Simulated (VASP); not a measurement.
# Al2Cu in VASP: notebook

Al2Cu is run at these levels: r2SCAN; tasks: electric field gradients.

Program: VASP 6.6.1. These are calculated values, not measurements. Logs are shortened: lines on timing, memory, paths and dates and some standing lists are left out, and cuts for length are marked.

## (1) The cell of the first run

The structure is tetragonal, space group I4/mmm (No. 139). The conventional cell has a = 4.061 Å, b = 4.061 Å, c = 5.702 Å, α = 90.00°, β = 90.00°, γ = 90.00°. Within 3.3 Å of Al (site symmetry -4m2) lie 4 Cu at 2.48 Å and 6 Al at 2.85 to 2.87 Å. Within 3.3 Å of Cu (site symmetry 4/mmm) lie 8 Al at 2.48 Å.

## (2) Electric field gradients, r2SCAN

File POSCAR:

```
Al2Cu
1.0
   -2.0303375000      2.0303375000      2.8510940000
    2.0303375000     -2.0303375000      2.8510940000
    2.0303375000      2.0303375000     -2.8510940000
Al Cu
2 1
Direct
    0.7500000000      0.2500000000      0.5000000000
    0.2500000000      0.7500000000      0.5000000000
    0.5000000000      0.5000000000      0.0000000000
```

File INCAR.step1:

```
PREC = Accurate ; ENCUT = 520
ISMEAR = -1 ; SIGMA = 0.05
LREAL = F ; LASPH = T
NELM = 100 ; NBANDS = 16
GGA = PE ; ALGO = Normal
EDIFF = 1E-4 ; LWAVE = T
LCHARG = F
```

File INCAR.step2:

```
PREC = Accurate ; ENCUT = 520
EDIFF = 1E-8 ; ISMEAR = -1
SIGMA = 0.05 ; LREAL = F
LASPH = T ; NELM = 100
ALGO = Normal ; ISIF = 2
LWAVE = F ; LCHARG = F
METAGGA = R2SCAN ; LMIXTAU = T
LEFG = T ; NBANDS = 16
ISTART = 1
```

File KPOINTS:

```
regular mesh
0
Gamma
  10 10 10
```

Potentials or basis: VASP PAW PBE potentials, release 64 (Al, Cu).

Launch:

```
> cat potpaw_PBE.64/Al/POTCAR potpaw_PBE.64/Cu/POTCAR > POTCAR
> cp INCAR.step1 INCAR
> mpirun -np 1 vasp_std > vasp.out
> cp INCAR.step2 INCAR
> mpirun -np 1 vasp_std > vasp.out
```

OUTCAR:

```text
PREC = Accurate
   ENCUT = 520
   EDIFF = 1E-8
   ISMEAR = -1
   LREAL = F
   LASPH = T
   NELM = 100
   ISIF = 2
   METAGGA = R2SCAN
   ISTART = 1

 ion  position               nearest neighbor table
   1  0.750  0.250  0.500-   3 2.48   3 2.48   3 2.48   3 2.48   2 2.85   2 2.85   2 2.87   2 2.87
                             2 2.87   2 2.87
   2  0.250  0.750  0.500-   3 2.48   3 2.48   3 2.48   3 2.48   1 2.85   1 2.85   1 2.87   1 2.87
                             1 2.87   1 2.87
   3  0.500  0.500  0.000-   2 2.48   1 2.48   1 2.48   2 2.48   1 2.48   2 2.48   2 2.48   1 2.48

  LATTYP: Found a body centered tetragonal cell.
 ALAT       =     4.0606750000
 C/A-ratio  =     1.4042463384

  Lattice vectors:

 A1 = (  -2.0303375000,   2.0303375000,   2.8510940000)
 A2 = (   2.0303375000,  -2.0303375000,   2.8510940000)
 A3 = (   2.0303375000,   2.0303375000,  -2.8510940000)

Analysis of symmetry for initial positions (statically):
=====================================================================
 Subroutine PRICEL returns:
 Original cell was already a primitive cell.

 Routine SETGRP: Setting up the symmetry group for a
 body centered tetragonal supercell.

 Subroutine GETGRP returns: Found 16 space group operations
 (whereof 16 operations were pure point group operations)
 out of a pool of 16 trial point group operations.

The static configuration has the point symmetry D_4h.

Analysis of symmetry for dynamics (positions and initial velocities):
=====================================================================
 Subroutine PRICEL returns:
 Original cell was already a primitive cell.

 Routine SETGRP: Setting up the symmetry group for a
 body centered tetragonal supercell.

 Subroutine GETGRP returns: Found 16 space group operations
 (whereof 16 operations were pure point group operations)
 out of a pool of 16 trial point group operations.

The dynamic configuration has the point symmetry D_4h.

 Subroutine INISYM returns: Found 16 space group operations
 (whereof 16 operations are pure point group operations),
 and found     1 'primitive' translations

----------------------------------------------------------------------------------------
[... 137 lines left out ...]
  ---------------------------------------------------
  free energy    TOTEN  =       -24.92057882 eV

  energy without entropy =      -24.91647882  energy(sigma->0) =      -24.91852882

 E-fermi :   7.0390     XC(G=0): -11.2391

 val. band max:        6.9719332823   @ k =  -0.2000  -0.3000   0.2000
 cond. band min:       7.0578943084   @ k =  -0.2000   0.2000   0.0000
 fundamental gap:      0.0859610261
 Fermi energy:         7.0390345102

 k-point     1 :       0.0000    0.0000    0.0000
  band No.  band energies     occupation
      1      -3.7386      2.00000
      2       2.3093      2.00000
      3       2.3161      2.00000
      4       2.3162      2.00000
      5       2.8767      2.00000
      6       2.8903      2.00000
[... 433 lines left out ...]
      3       1.9730      2.00000
      4       2.6681      2.00000
      5       2.7212      2.00000
      6       2.9029      2.00000
[... 8 lines left out ...]
     15      17.0471      0.00000
     16      17.8507      0.00000

 [... further k-points ...]

------------------------ aborting loop because EDIFF is reached ----------------------------------------

  FORCE on cell =-STRESS in cart. coord.  units (eV):
  Direction    XX          YY          ZZ          XY          YZ          ZX
  --------------------------------------------------------------------------------------
  -------------------------------------------------------------------------------------
  Total       -0.0285917     -0.0285917      0.2541945      0.0000000      0.0000000      0.0000000
  in kB       -0.9744133     -0.9744133      8.6630087      0.0000000      0.0000000      0.0000000
  external PRESSURE =       2.2380607 kB  Pullay stress =       0.0000000 kB

 VOLUME and BASIS-vectors are now :
 -----------------------------------------------------------------------------
  energy-cutoff  :      520.00
  volume of cell :       47.01
      direct lattice vectors                 reciprocal lattice vectors
    -2.030337500  2.030337500  2.851094000     0.000000000  0.246264476  0.175371279
     2.030337500 -2.030337500  2.851094000     0.246264476  0.000000000  0.175371279
     2.030337500  2.030337500 -2.851094000     0.246264476  0.246264476  0.000000000

 POSITION                                       TOTAL-FORCE (eV/Angst)
 -----------------------------------------------------------------------------------
      0.00000      2.03034      1.42555        -0.000000      0.000000     -0.000000
      2.03034      0.00000      1.42555         0.000000     -0.000000     -0.000000
      0.00000      0.00000      2.85109         0.000000     -0.000000      0.000000
 -----------------------------------------------------------------------------------
    total drift:                                0.000000     -0.000000      0.000000

  FREE ENERGIE OF THE ION-ELECTRON SYSTEM (eV)
  ---------------------------------------------------
  free  energy   TOTEN  =       -24.9205788211 eV

  energy  without entropy=      -24.9164788242  energy(sigma->0) =      -24.91852882

 Electric field gradients (V/A^2)
---------------------------------------------------------------------
 ion       V_xx      V_yy      V_zz      V_xy      V_xz      V_yz
---------------------------------------------------------------------
   1       0.374     0.374    -0.748    -0.000    -0.000    -0.000
   2       0.374     0.374    -0.748    -0.000    -0.000    -0.000
   3       0.184     0.184    -0.368    -0.001     0.001     0.001
---------------------------------------------------------------------

 Electric field gradients after diagonalization (V/A^2)
 (convention: |V_zz| > |V_xx| > |V_yy|)
----------------------------------------------------------------------
 ion       V_xx      V_yy      V_zz     asymmetry (V_yy - V_xx)/ V_zz
----------------------------------------------------------------------
   1       0.374     0.374    -0.748       0.000
   2       0.374     0.374    -0.748       0.000
   3       0.185     0.183    -0.368       0.005
----------------------------------------------------------------------

           NMR quadrupolar parameters

 Cq : quadrupolar parameter    Cq=e*Q*V_zz/h
 eta: asymmetry parameters     (V_yy - V_xx)/ V_zz
 Q  : nuclear electric quadrupole moment in mb (millibarn)
----------------------------------------------------------------------
 ion       Cq(MHz)       eta       Q (mb)
----------------------------------------------------------------------
   1      -0.002       0.000       1.000
   2      -0.002       0.000       1.000
   3      -0.001       0.005       1.000
----------------------------------------------------------------------
```

OSZICAR.step1:

```text
N       E                     dE             d eps       ncg     rms          rms(c)
DAV:   1     0.618814783468E+02    0.61881E+02   -0.68500E+03  3264   0.112E+03
DAV:   2    -0.115301692198E+02   -0.73412E+02   -0.65030E+02  3472   0.201E+02
DAV:   3    -0.140576039883E+02   -0.25274E+01   -0.24770E+01  4400   0.422E+01
DAV:   4    -0.141124658376E+02   -0.54862E-01   -0.54842E-01  3944   0.530E+00
DAV:   5    -0.141151154155E+02   -0.26496E-02   -0.26495E-02  5024   0.129E+00    0.152E+01
DAV:   6    -0.164604704090E+02   -0.23454E+01   -0.45154E+01  3728   0.218E+02    0.124E+01
DAV:   7    -0.119180393962E+02    0.45424E+01   -0.11293E+01  4080   0.776E+01    0.245E+00
DAV:   8    -0.117700069525E+02    0.14803E+00   -0.11256E+00  4728   0.291E+01    0.167E+00
DAV:   9    -0.117412358387E+02    0.28771E-01   -0.12288E-01  4920   0.771E+00    0.311E-01
DAV:  10    -0.117430048289E+02   -0.17690E-02   -0.26551E-03  5208   0.116E+00    0.381E-01
DAV:  11    -0.117402231459E+02    0.27817E-02   -0.83877E-03  4192   0.313E+00    0.462E-02
DAV:  12    -0.117402581740E+02   -0.35028E-04   -0.47107E-04  3496   0.165E-01
   1 F= -.11740258E+02 E0= -.11738396E+02  d E =-.372480E-02
```

Run time: 10 min. Hardware: 1 thread of Intel Xeon 8259CL, shared host; peak memory 0.22 GiB.

Results:

| Item | Value |
| --- | --- |
| Free energy | -24.9206 eV |
| Pressure | 0.2 GPa |
| Band gap on the k mesh | zero (an odd number of electrons rules out a gap without spin polarisation) |
| Largest electric field gradient by atom | Al -0.7; Cu -0.4 V/Å² |

Stress tensor (GPa, compression positive):
```
-0.10  0.00  0.00
 0.00 -0.10  0.00
 0.00  0.00  0.87
```

Levels at points of the mesh, in eV from the Fermi level:
```csv
k point,band 6,band 7,band 8,band 9,band 10,band 11,band 12,band 13
"(0.00, 0.00, 0.00)",-4.15,3.06,3.06,3.11,3.12,3.20,3.20,5.19
"(0.50, 0.00, 0.00)",-4.08,-4.07,0.62,0.69,3.15,3.19,4.35,5.07
"(0.50, 0.50, 0.00)",-3.98,-3.88,-2.11,-2.06,0.66,1.83,9.52,11.45
"(0.50, 0.50, 0.50)",-3.99,-3.86,-2.13,-2.13,0.56,1.78,9.53,11.54
```

Electric field gradients, principal values (V/Å²):
```csv
atom,least,middle,greatest (by size)
1 Al,0.374,0.374,-0.748
2 Al,0.374,0.374,-0.748
3 Cu,0.183,0.185,-0.368
```

Caveat: without QUAD_EFG the Cq values of the log hold for a quadrupole moment of 1 mb, not for the nuclei; the PAW data sets were made with another functional, which shifts forces and pressure a little.

## (3) Electric field gradients, r2SCAN (shortest bond scaled by 0.94)

File POSCAR:

```
Al2Cu
1.0
   -2.0303375000      2.0303375000      2.8510940000
    2.0303375000     -2.0303375000      2.8510940000
    2.0303375000      2.0303375000     -2.8510940000
Al Cu
2 1
Direct
    0.7425000000      0.2275000000      0.4850000000
    0.2500000000      0.7500000000      0.5000000000
    0.5075000000      0.5225000000      0.0150000000
```

File INCAR.step1:

```
SYSTEM = Al2Cu
ALGO     = Normal         ! electronic algorithm
EDIFF    = 1E-4           ! SCF threshold, eV
ENCUT    = 520            ! plane-wave cutoff, eV
GGA      = PE             ! functional
ISMEAR   = -1             ! smearing method
LASPH    = .True.         ! aspherical terms in the spheres
LCHARG   = .False.        ! write CHGCAR
LREAL    = .False.        ! projectors in reciprocal space
LWAVE    = .True.         ! write WAVECAR
NBANDS   = 16             ! bands
NELM     = 80             ! most SCF steps
PREC     = Accurate       ! precision mode
SIGMA    = 0.05           ! smearing width, eV
```

File INCAR.step2:

```
SYSTEM = Al2Cu
ALGO     = Normal         ! electronic algorithm
EDIFF    = 1E-8           ! SCF threshold, eV
ENCUT    = 520            ! plane-wave cutoff, eV
ISIF     = 2              ! what is computed and relaxed
ISMEAR   = -1             ! smearing method
ISTART   = 1            
LASPH    = .True.         ! aspherical terms in the spheres
LCHARG   = .False.        ! write CHGCAR
LEFG     = .True.       
LMIXTAU  = .True.       
LREAL    = .False.        ! projectors in reciprocal space
LWAVE    = .False.        ! write WAVECAR
METAGGA  = R2SCAN         ! meta-GGA
NBANDS   = 16             ! bands
NELM     = 80             ! most SCF steps
PREC     = Accurate       ! precision mode
SIGMA    = 0.05           ! smearing width, eV
```

File KPOINTS:

```
k-points
0
Gamma
  10 10 10
  0 0 0
```

Potentials or basis: VASP PAW PBE potentials, release 64 (Al, Cu).

Launch:

```
> cat potpaw_PBE.64/Al/POTCAR potpaw_PBE.64/Cu/POTCAR > POTCAR
> cp INCAR.step1 INCAR
> mpirun -np 1 vasp_std > vasp.out
> cp INCAR.step2 INCAR
> mpirun -np 1 vasp_std > vasp.out
```

OUTCAR:

```text
SYSTEM = Al2Cu
   EDIFF = 1E-8
   ENCUT = 520
   ISIF = 2
   ISMEAR = -1
   ISTART = 1
   LASPH = .True.
   LREAL = .False.
   METAGGA = R2SCAN
   NELM = 80
   PREC = Accurate

 ion  position               nearest neighbor table
   1  0.742  0.227  0.485-   3 2.33   3 2.53   3 2.53   3 2.54   2 2.81   2 2.83   2 2.83   2 2.89
                             2 2.92   2 2.92
   2  0.250  0.750  0.500-   3 2.46   3 2.46   3 2.46   3 2.56   1 2.81   1 2.83   1 2.83   1 2.89
                             1 2.92   1 2.92
   3  0.508  0.523  0.015-   1 2.33   2 2.46   2 2.46   2 2.46   1 2.53   1 2.53   1 2.54   2 2.56

  LATTYP: Found a body centered tetragonal cell.
 ALAT       =     4.0606750000
 C/A-ratio  =     1.4042463384

  Lattice vectors:

 A1 = (  -2.0303375000,   2.0303375000,   2.8510940000)
 A2 = (   2.0303375000,  -2.0303375000,   2.8510940000)
 A3 = (   2.0303375000,   2.0303375000,  -2.8510940000)

Analysis of symmetry for initial positions (statically):
=====================================================================
 Subroutine PRICEL returns:
 Original cell was already a primitive cell.

 Routine SETGRP: Setting up the symmetry group for a
 body centered tetragonal supercell.

 Subroutine GETGRP returns: Found  2 space group operations
 (whereof  2 operations were pure point group operations)
 out of a pool of 16 trial point group operations.

The static configuration has the point symmetry C_1h.

Analysis of symmetry for dynamics (positions and initial velocities):
=====================================================================
 Subroutine PRICEL returns:
[... 608 lines left out ...]
      5       2.8134      2.00000
      6       2.9109      2.00000
[... 8 lines left out ...]
     15      15.0501      0.00000
     16      18.1610      0.00000

 [... further k-points ...]

------------------------ aborting loop because EDIFF is reached ----------------------------------------

  FORCE on cell =-STRESS in cart. coord.  units (eV):
  Direction    XX          YY          ZZ          XY          YZ          ZX
  --------------------------------------------------------------------------------------
  -------------------------------------------------------------------------------------
  Total        0.4935782     -0.1557842      0.4279867      0.0000000      0.0000000      0.4635725
  in kB       16.8212620     -5.3091618     14.5858887      0.0000000      0.0000000     15.7986603
  external PRESSURE =       8.6993296 kB  Pullay stress =       0.0000000 kB

 VOLUME and BASIS-vectors are now :
 -----------------------------------------------------------------------------
  energy-cutoff  :      520.00
  volume of cell :       47.01
      direct lattice vectors                 reciprocal lattice vectors
    -2.030337500  2.030337500  2.851094000     0.000000000  0.246264476  0.175371279
     2.030337500 -2.030337500  2.851094000     0.246264476  0.000000000  0.175371279
     2.030337500  2.030337500 -2.851094000     0.246264476  0.246264476  0.000000000

 POSITION                                       TOTAL-FORCE (eV/Angst)
 -----------------------------------------------------------------------------------
     -0.06091      2.03034      1.38278         0.759582      0.000000      0.547193
      2.03034      0.00000      1.42555         0.074270     -0.000000      0.037301
      0.06091     -0.00000      2.89386        -0.833852      0.000000     -0.584494
 -----------------------------------------------------------------------------------
    total drift:                                0.002787      0.000071      0.002266

  FREE ENERGIE OF THE ION-ELECTRON SYSTEM (eV)
  ---------------------------------------------------
  free  energy   TOTEN  =       -24.8523115544 eV

  energy  without entropy=      -24.8476405444  energy(sigma->0) =      -24.84997605

 Electric field gradients (V/A^2)
---------------------------------------------------------------------
 ion       V_xx      V_yy      V_zz      V_xy      V_xz      V_yz
---------------------------------------------------------------------
   1      -5.520     6.220    -0.701    -0.000    -8.369    -0.000
   2       2.637    -1.948    -0.689    -0.000     3.275    -0.000
   3      -2.515     2.626    -0.111     0.002    -3.880     0.004
---------------------------------------------------------------------

 Electric field gradients after diagonalization (V/A^2)
 (convention: |V_zz| > |V_xx| > |V_yy|)
----------------------------------------------------------------------
 ion       V_xx      V_yy      V_zz     asymmetry (V_yy - V_xx)/ V_zz
----------------------------------------------------------------------
   1       6.220     5.599   -11.819       0.053
   2      -2.699    -1.948     4.646       0.162
   3       2.749     2.626    -5.375       0.023
----------------------------------------------------------------------

           NMR quadrupolar parameters

 Cq : quadrupolar parameter    Cq=e*Q*V_zz/h
 eta: asymmetry parameters     (V_yy - V_xx)/ V_zz
 Q  : nuclear electric quadrupole moment in mb (millibarn)
----------------------------------------------------------------------
 ion       Cq(MHz)       eta       Q (mb)
----------------------------------------------------------------------
   1      -0.029       0.053       1.000
   2       0.011       0.162       1.000
   3      -0.013       0.023       1.000
----------------------------------------------------------------------
```

OSZICAR.step1:

```text
N       E                     dE             d eps       ncg     rms          rms(c)
DAV:   1     0.627024260036E+02    0.62702E+02   -0.68342E+03  9032   0.113E+03
DAV:   2    -0.113953611146E+02   -0.74098E+02   -0.65689E+02  9744   0.202E+02
DAV:   3    -0.139800234514E+02   -0.25847E+01   -0.25341E+01 12016   0.426E+01
DAV:   4    -0.140364478812E+02   -0.56424E-01   -0.56405E-01 10640   0.536E+00
DAV:   5    -0.140393349811E+02   -0.28871E-02   -0.28870E-02 13984   0.136E+00    0.151E+01
DAV:   6    -0.163120188714E+02   -0.22727E+01   -0.44386E+01 10232   0.217E+02    0.123E+01
DAV:   7    -0.118434797962E+02    0.44685E+01   -0.11179E+01 11344   0.781E+01    0.239E+00
DAV:   8    -0.117058997589E+02    0.13758E+00   -0.11460E+00 12688   0.295E+01    0.176E+00
DAV:   9    -0.116721872316E+02    0.33713E-01   -0.14045E-01 13248   0.904E+00    0.277E-01
DAV:  10    -0.116744511273E+02   -0.22639E-02   -0.45447E-03 14080   0.162E+00    0.367E-01
DAV:  11    -0.116718537476E+02    0.25974E-02   -0.66345E-03 11528   0.279E+00    0.268E-02
DAV:  12    -0.116718871414E+02   -0.33394E-04   -0.34866E-04  7840   0.190E-01
   1 F= -.11671887E+02 E0= -.11669675E+02  d E =-.442427E-02
```

Run time: 17 min. Hardware: 1 thread of Intel Xeon 8259CL, shared host; peak memory 0.33 GiB.

Results:

| Property | Result |
| --- | --- |
| Free energy | -24.8523 eV |
| Pressure | 0.9 GPa |
| Largest force | 1.018 eV/Å |
| Band gap on the k mesh | zero (an odd number of electrons rules out a gap without spin polarisation) |
| Largest electric field gradient by atom | Al -11.8, +4.6; Cu -5.4 V/Å² |

Forces in eV/Å, atoms in the order of the input:
```
Al   0.760  0.000  0.547
Al   0.074  0.000  0.037
Cu  -0.834  0.000 -0.584
```

Electric field gradients, principal values (V/Å²):
| atom | least | middle | greatest (by size) |
| --- | --- | --- | --- |
| 1 Al | 5.599 | 6.220 | -11.819 |
| 2 Al | -1.948 | -2.699 | 4.646 |
| 3 Cu | 2.626 | 2.749 | -5.375 |

Caveat: the cell differs from its parent crystal (shortest bond scaled by 0.94); without QUAD_EFG the Cq values of the log hold for a quadrupole moment of 1 mb, not for the nuclei; the PAW data sets were made with another functional, which shifts forces and pressure a little.

The gap in the log of VASP goes by the Fermi energy; the results here count the filled bands.